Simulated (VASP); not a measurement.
# GaSi16 (a cell with a defect) in VASP: further runs, part 3 of 3

VASP 6.6.1.

### 5 Single point, PBEsol, collinear spin, zero start

INCAR

```
SYSTEM = GaSi16
PREC = Accurate ; ENCUT = 520
EDIFF = 1E-7 ; ISMEAR = 0
SIGMA = 0.05 ; LREAL = Auto
LASPH = .TRUE. ; NELM = 150
ALGO = Normal ; ISIF = 2
LWAVE = .FALSE. ; LCHARG = .TRUE.
ISPIN = 2 ; MAGMOM = 0 0 0 0 0 0 0 0 0 0 0 0 0 0 0 0 0
LORBIT = 11 ; GGA = PS
LELF = .TRUE. ; LVHAR = .TRUE.
NBANDS = 56
```

KPOINTS

```
regular mesh
0
G
  2 2 2
  0 0 0
```

POSCAR

```
GaSi16
1.0
    0.0000000000      5.4300000000      5.4300000000
    5.4300000000      0.0000000000      5.4300000000
    5.4300000000      5.4300000000      0.0000000000
Si Ga
16 1
Direct
   -0.0091129834     -0.0089976980     -0.0090021179
    0.1145453959      0.1146715470      0.1146689687
    0.0044898711      0.0045970534      0.4862222836
    0.1241067219      0.1242168508      0.6200076427
    0.0044916206      0.4862249540      0.0045949355
    0.1241075506      0.6200125230      0.1242138122
    0.0094110497      0.4976990792      0.4976959484
    0.1523575506      0.6155969613      0.6155886740
    0.4860996317      0.0046066298      0.0046025783
    0.6198978821      0.1242179558      0.1242140884
    0.4975859116      0.0095183241      0.4976927256
    0.6154743094      0.1525046961      0.6155599448
    0.4975860037      0.4976957643      0.0095182320
    0.6154697053      0.6155638122      0.1525085635
    0.5131796501      0.5133212707      0.5133255064
    0.6351306630      0.6352371087      0.6352365562
    0.7688667587      0.7690277164      0.7690337937
```

Potentials or basis: VASP PAW PBE potentials, release 64 (Si, Ga_d).

Launch:

```
$ cat potpaw_PBE.64/Si/POTCAR potpaw_PBE.64/Ga_d/POTCAR > POTCAR
$ mpirun -np 1 vasp_std > vasp.out
```

OUTCAR:

```text
SYSTEM = GaSi16
   PREC = Accurate
   ENCUT = 520
   EDIFF = 1E-7
   ISMEAR = 0
   LREAL = Auto
   LASPH = .TRUE.
   NELM = 150
   ISIF = 2
   ISPIN = 2
   LORBIT = 11
   GGA = PS

 ion  position               nearest neighbor table
   1  0.991  0.991  0.991-   2 2.33  10 2.33   6 2.33   4 2.33
   2  0.115  0.115  0.115-   1 2.33   3 2.34   5 2.34   9 2.34
   3  0.004  0.005  0.486-   2 2.34   4 2.34   8 2.44  12 2.44  17 2.58
   4  0.124  0.124  0.620-   1 2.33   3 2.34  11 2.34   7 2.34
   5  0.004  0.486  0.005-   2 2.34   6 2.34   8 2.44  14 2.44  17 2.58
   6  0.124  0.620  0.124-   1 2.33   5 2.34  13 2.34   7 2.34
   7  0.009  0.498  0.498-   6 2.34   4 2.34  16 2.35   8 2.38  17 2.96
   8  0.152  0.616  0.616-  15 2.28   7 2.38  17 2.43   3 2.44   5 2.44
   9  0.486  0.005  0.005-   2 2.34  10 2.34  12 2.44  14 2.44  17 2.58
  10  0.620  0.124  0.124-   1 2.33   9 2.34  13 2.34  11 2.34
  11  0.498  0.010  0.498-  10 2.34   4 2.34  16 2.35  12 2.38  17 2.96
  12  0.615  0.153  0.616-  15 2.27  11 2.38  17 2.43   3 2.44   9 2.44
  13  0.498  0.498  0.010-  10 2.34   6 2.34  16 2.35  14 2.38  17 2.96
  14  0.615  0.616  0.153-  15 2.27  13 2.38  17 2.43   5 2.44   9 2.44
  15  0.513  0.513  0.513-  12 2.27  14 2.27   8 2.28  16 2.29
  16  0.635  0.635  0.635-  15 2.29   7 2.35  11 2.35  13 2.35  17 2.52
  17  0.769  0.769  0.769-  14 2.43  12 2.43   8 2.43  16 2.52   9 2.58   5 2.58   3 2.58  13 2.96
                            11 2.96   7 2.96

[... 1088 lines left out ...]
      direct lattice vectors                 reciprocal lattice vectors
     0.000000000  5.430000000  5.430000000    -0.092081031  0.092081031  0.092081031
     5.430000000  0.000000000  5.430000000     0.092081031 -0.092081031  0.092081031
     5.430000000  5.430000000  0.000000000     0.092081031  0.092081031 -0.092081031

 POSITION                                       TOTAL-FORCE (eV/Angst)
 -----------------------------------------------------------------------------------
     10.76226     10.76163     10.76166         0.053196      0.052953      0.052943
      1.24532      1.24463      1.24465         0.050884      0.050910      0.050918
      2.66515      2.66457      0.04934         0.039148      0.038463     -0.025731
      4.04114      4.04054      1.34840         0.026252      0.026006      0.020312
      2.66515      0.04934      2.66459         0.039158     -0.025845      0.038450
      4.04115      1.34839      4.04057         0.026237      0.020300      0.025986
[... 9 lines left out ...]
      6.89867      6.89809      6.89810        -0.053602     -0.053696     -0.053683
      8.35167      8.35080      8.35077        -0.180050     -0.180110     -0.180027
 -----------------------------------------------------------------------------------
    total drift:                               -0.004807     -0.002932     -0.003132

  FREE ENERGIE OF THE ION-ELECTRON SYSTEM (eV)
  ---------------------------------------------------
  free  energy   TOTEN  =       -91.5993777980 eV

  energy  without entropy=      -91.5921473685  energy(sigma->0) =      -91.59576258

 total charge

# of ion       s       p       d       tot
------------------------------------------
    1        0.739   0.964   0.000   1.703
    2        0.749   0.948   0.000   1.697
    3        0.749   0.918   0.000   1.668
    4        0.745   0.953   0.000   1.698
    5        0.749   0.918   0.000   1.668
    6        0.745   0.953   0.000   1.698
[... 9 lines left out ...]
   16        0.746   0.955   0.000   1.701
   17        1.072   0.754  10.054  11.881
--------------------------------------------------
tot         13.077  15.793  10.054  38.925

 magnetization (x)

# of ion       s       p       d       tot
------------------------------------------
    1        0.000   0.000   0.000   0.000
    2        0.000   0.000   0.000   0.000
    3       -0.000  -0.000   0.000  -0.000
    4       -0.000  -0.000   0.000  -0.000
    5        0.000   0.000   0.000   0.000
    6       -0.000  -0.000   0.000  -0.000
[... 9 lines left out ...]
   16       -0.000  -0.000   0.000  -0.000
   17        0.000  -0.000   0.000  -0.000
--------------------------------------------------
tot         -0.000  -0.000   0.000  -0.000
```

OSZICAR:

```text
N       E                     dE             d eps       ncg     rms          rms(c)
DAV:   1     0.329789995668E+03    0.32979E+03   -0.29389E+04  1792   0.126E+03
DAV:   2    -0.458676716823E+02   -0.37566E+03   -0.34645E+03  2064   0.248E+02
DAV:   3    -0.912397776126E+02   -0.45372E+02   -0.42868E+02  2128   0.885E+01
DAV:   4    -0.934726254028E+02   -0.22328E+01   -0.21875E+01  2304   0.186E+01
DAV:   5    -0.935476427015E+02   -0.75017E-01   -0.74692E-01  2384   0.340E+00    0.146E+01
DAV:   6    -0.921710461815E+02    0.13766E+01   -0.86846E-01  2496   0.573E+00    0.865E+00
DAV:   7    -0.915960476445E+02    0.57500E+00   -0.13151E+00  2192   0.375E+00    0.678E-01
DAV:   8    -0.915987674894E+02   -0.27198E-02   -0.10907E-01  2344   0.198E+00    0.409E-01
DAV:   9    -0.915990647211E+02   -0.29723E-03   -0.66049E-03  2544   0.319E-01    0.228E-01
DAV:  10    -0.915992594975E+02   -0.19478E-03   -0.55394E-04  2328   0.896E-02    0.120E-01
DAV:  11    -0.915993507671E+02   -0.91270E-04   -0.10305E-04  2408   0.519E-02    0.579E-02
DAV:  12    -0.915993758764E+02   -0.25109E-04   -0.24166E-05  2088   0.183E-02    0.144E-02
DAV:  13    -0.915993777231E+02   -0.18467E-05   -0.56680E-06  2392   0.117E-02    0.411E-03
DAV:  14    -0.915993777980E+02   -0.74888E-07   -0.63558E-07  2160   0.350E-03
   1 F= -.91599378E+02 E0= -.91595763E+02  d E =-.723043E-02  mag=    -0.0000
```

stdout:

```text
POSCAR found type information on POSCAR SiGa
 POSCAR found :  2 types and      17 ions
 scaLAPACK will be used
 -----------------------------------------------------------------------------
|                                                                             |
|                                                                             |
|     You enforced a specific xc type in the INCAR file but a different       |
|     I HOPE YOU KNOW WHAT YOU ARE DOING!                                     |
|                                                                             |
 -----------------------------------------------------------------------------

 LDA part: xc-table for (Slater+PW92), standard interpolation
 POSCAR, INCAR and KPOINTS ok, starting setup
 FFT: planning ... GRIDC
 FFT: planning ... GRID_SOFT
 FFT: planning ... GRID
 WAVECAR not read
 entering main loop
```

Run time: 5.1 min. Hardware: 1 thread of Intel Xeon 6975P-C (Granite Rapids), shared host; peak memory 0.71 GiB.

What came out:

```
Free energy                                           : -91.5994 eV
Pressure                                              : 4.0 GPa
Largest force                                         : 0.312 eV/Å
Net moment                                            : 0.00 μB per cell
Valence electrons inside the program's atomic spheres : Si 1.70, 1.67, 1.68, 1.69, 1.75 (each value once); Ga 11.88
```

Forces in eV/Å, atoms in the order of the input:
```
Si   0.053  0.053  0.053
Si   0.051  0.051  0.051
Si   0.039  0.038 -0.026
Si   0.026  0.026  0.020
Si   0.039 -0.026  0.038
Si   0.026  0.020  0.026
Si  -0.015 -0.005 -0.005
Si   0.035  0.004  0.004
Si  -0.027  0.039  0.039
Si   0.020  0.026  0.026
Si  -0.005 -0.014 -0.004
Si   0.004  0.036  0.003
Si  -0.005 -0.004 -0.014
Si   0.004  0.004  0.036
Si  -0.014 -0.014 -0.014
Si  -0.054 -0.054 -0.054
Ga  -0.180 -0.180 -0.180
```

Stress tensor (GPa, compression positive):
```
 4.03 -0.22 -0.22
-0.22  4.03 -0.22
-0.22 -0.22  4.03
```

Levels at points of the mesh, in eV from the Fermi level:
Spin up:
```csv
k point,band 34,band 35,band 36,band 37,band 38,band 39,band 40,band 41,band 42,band 43
"(0.00, 0.00, 0.00)",-1.71,-1.59,-0.70,-0.60,-0.60,-0.36,-0.14,-0.14,0.00,0.00
"(0.50, 0.00, 0.00)",-1.54,-1.40,-1.39,-1.37,-0.88,0.18,0.44,0.73,0.77,0.83
"(0.00, 0.50, 0.00)",-1.54,-1.40,-1.39,-1.37,-0.88,0.18,0.44,0.73,0.77,0.83
"(0.00, 0.00, 0.50)",-1.54,-1.40,-1.39,-1.37,-0.88,0.18,0.44,0.73,0.77,0.83
"(0.50, 0.50, 0.50)",-1.36,-1.36,-1.34,-1.34,-1.13,0.09,0.47,0.47,0.99,0.99
"(0.50, 0.50, 0.00)",-2.03,-2.03,-1.90,-1.82,-0.57,0.23,1.00,1.25,1.38,1.48
"(0.00, 0.50, 0.50)",-2.03,-2.03,-1.90,-1.82,-0.57,0.23,1.00,1.25,1.38,1.48
"(0.50, 0.00, 0.50)",-2.03,-2.03,-1.90,-1.82,-0.57,0.23,1.00,1.25,1.38,1.48
```
Spin down:
```tsv
k point	band 35	band 36	band 37	band 38	band 39	band 40	band 41	band 42
(0.00, 0.00, 0.00)	-1.59	-0.70	-0.60	-0.60	-0.36	-0.14	-0.14	0.00
(0.50, 0.00, 0.00)	-1.40	-1.39	-1.37	-0.88	0.18	0.44	0.73	0.77
(0.00, 0.50, 0.00)	-1.40	-1.39	-1.37	-0.88	0.18	0.44	0.73	0.77
(0.00, 0.00, 0.50)	-1.40	-1.39	-1.37	-0.88	0.18	0.44	0.73	0.77
(0.50, 0.50, 0.50)	-1.36	-1.34	-1.34	-1.13	0.09	0.47	0.47	0.99
(0.50, 0.50, 0.00)	-2.03	-1.90	-1.82	-0.57	0.23	1.00	1.25	1.38
(0.00, 0.50, 0.50)	-2.03	-1.90	-1.82	-0.57	0.23	1.00	1.25	1.38
(0.50, 0.00, 0.50)	-2.03	-1.90	-1.82	-0.57	0.23	1.00	1.25	1.38
```

Caveat: the k points lie up to 0.50 Å⁻¹ apart; no moment was typed at the start, so none could form; the PAW data sets were made with another functional, which shifts forces and pressure a little.

### 6 The runs side by side

```tsv
cell	gap on the mesh (eV)	pressure (GPa)	moment (μB)	largest force (eV/Å)
as given, atomic positions A	none	4.0	0.00	0.31
as given, atomic positions B	none	3.7	0.00	0.86
as given, atomic positions C	none	3.7	0.00	0.85
as given, atomic positions D	none	4.0	0.00	0.31
```

Alike in all rows: task single point; level PBEsol; potentials or basis VASP PAW PBE potentials, release 64 (Si, Ga_d); spin collinear, zero start; k mesh 2 × 2 × 2; cutoff (eV) 520; smearing gaussian 0.05 eV.

Caveats: all runs use coarse meshes; no moment was typed at the start, so none could form; the PAW data sets were made with another functional, which shifts forces and pressure a little.

Absolute energies hang on the potentials; compare differences alone.
